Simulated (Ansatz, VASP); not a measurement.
**Two plane-wave programs on ReBi**

INCAR

```
PREC = Accurate ; ENCUT = 520
EDIFF = 1E-6 ; ISMEAR = -1
SIGMA = 0.1 ; LREAL = False
LASPH = True ; NELM = 60
ALGO = Normal ; ISIF = 2
LWAVE = False ; LCHARG = False
GGA = PE ; NBANDS = 18
```

File KPOINTS:

```
regular mesh
0
Gamma
  11 11 11
```

File POSCAR:

```
ReBi
1.0
    0.0000000000      2.3494689569      2.3494689569
    2.3494689569      0.0000000000      2.3494689569
    2.3494689569      2.3494689569      0.0000000000
Re Bi
1 1
Direct
    0.0000000000      0.0000000000      0.0000000000
    0.2500000000      0.2500000000      0.2500000000
```

Input for Ansatz:

```yaml
crystal:
  lattice:
    - [0.0, 2.3494689569, 2.3494689569]
    - [2.3494689569, 0.0, 2.3494689569]
    - [2.3494689569, 2.3494689569, 0.0]
  atoms:
    - { symbol: Re, position: [0.0, 0.0, 0.0] }
    - { symbol: Bi, position: [0.25, 0.25, 0.25] }
kpoints:
  mp_grid: { grid: [11, 11, 11] }
  band_path:
    path:
      - [0.0, 0.0, 0.0]
      - [-0.5, -0.5, 0.0]
      - [-0.375, -0.375, 0.25]
      - [-0.375, 0.0, 0.375]
      - [0.0, 0.0, 0.0]
      - [0.0, 0.0, 0.5]
      - [-0.5, -0.25, 0.25]
      - [-0.5, -0.5, 0.0]
    npoints: 8
scf:
  occupations: { method: fermi_dirac, width: 0.1 }
hamiltonian:
  xc: pbe
  pseudopotentials: { kind: paw }
output:
  forces: true
  stress: true
  eigenvalues: true
  populations: true
  dos: { projected: true, de: 0.2, e_range: [-14, 8] }
```

Change from the starting cell: volume scaled by 0.43, PAW files.

Alike in both runs: task single point; functional PBE; k mesh 11 × 11 × 11; occupations fermi-dirac, width 0.1 eV; no spin polarisation.

|  | VASP | Ansatz |
| --- | --- | --- |
| version | VASP 6.6.1 | Ansatz 0.2.0 |
| potentials or method | VASP PAW PBE potentials, release 64 (Re, Bi_d) | PAW with Ansatz's default frozen-core files, scalar-relativistic |
| plane-wave cutoff (eV) | 520 | 420 |
| valence electrons in the cell | 22 | 30 |

VASP gave:

| Quantity | Value |
| --- | --- |
| pressure (GPa) | 443.2 |

Q: What did Ansatz give for the same quantities?

A: Pressure (GPa): 450.4.

Both programs put the cell under a high pressure, so it lies far from rest at this level. VASP's potentials hold 22 valence electrons a cell and Ansatz's 30, so a difference there can come from the potentials and not from the codes.

Neither program's run includes spin-orbit coupling. Noted on VASP's run: the cell as given lies far from equilibrium.
